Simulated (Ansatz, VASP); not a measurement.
# SnTe in VASP and in Ansatz

Contents of INCAR:

```
SYSTEM = SnTe
PREC = Accurate ; ENCUT = 520
EDIFF = 1E-7 ; ISMEAR = 0
SIGMA = 0.01 ; LREAL = .False.
LASPH = .True. ; NELM = 80
ALGO = Normal ; ISIF = 2
LWAVE = .False. ; LCHARG = .False.
GGA = CA ; NBANDS = 17
```

The input KPOINTS:

```
Automatic mesh
0
Gamma
  10 10 10
  0 0 0
```

The input POSCAR:

```
SnTe
1.0
    3.1181440746      3.1181440746      0.0000000000
   -3.1181440746      3.1181440746      0.0000000000
    0.0000000000      3.1181440746      3.1181440746
Sn Te
1 1
Direct
    0.0000000000      0.0000000000      0.0000000000
    0.5000000000      0.5000000000      0.0000000000
```

Input for Ansatz:

```yaml
crystal:
  lattice:
    - [3.11814407465, 3.11814407465, 0.0]
    - [-3.11814407465, 3.11814407465, 0.0]
    - [0.0, 3.11814407465, 3.11814407465]
  atoms:
    - { symbol: Sn, position: [0.0, 0.0, 0.0] }
    - { symbol: Te, position: [0.5, 0.5, 0.0] }
kpoints:
  mp_grid: { grid: [10, 10, 10] }
scf:
  occupations: { method: fixed }
hamiltonian:
  xc: lda
  pseudopotentials: { kind: all_electron, lapw: { basis_error: 0.001 } }
output:
  forces: true
  stress: true
  eigenvalues: true
  eigenstates:
    nscf_kmesh: { grid: [10, 10, 10] }
    de_dk: true
    e_range: [-9, 10.19663189298]
checkpoint:
  write: ck
  write_wavefunctions: false
```

Alike in both runs: task single point; functional LDA; k mesh 10 × 10 × 10; no spin polarisation.

|  | VASP | Ansatz |
| --- | --- | --- |
| version | VASP 6.6.1 | Ansatz 0.2.0 |
| potentials or method | VASP PAW LDA potentials, release 64 (Sn_d, Te), cutoff 520 eV | all-electron LAPW, scalar-relativistic |
| occupations | gaussian, width 0.01 eV | fixed |

Ansatz gave:

* gap on the k mesh at the Fermi level (eV): 0.20
* pressure (GPa): 0.0

Q: Which values does VASP return?

A: gap on the k mesh at the Fermi level (eV): 0.21; pressure (GPa): 0.0.

LDA's correlation is that of Perdew and Zunger in VASP and of Perdew and Wang (1992) in Ansatz. Ansatz ran all-electron here, and VASP with PAW potentials.

Neither program's run includes spin-orbit coupling.
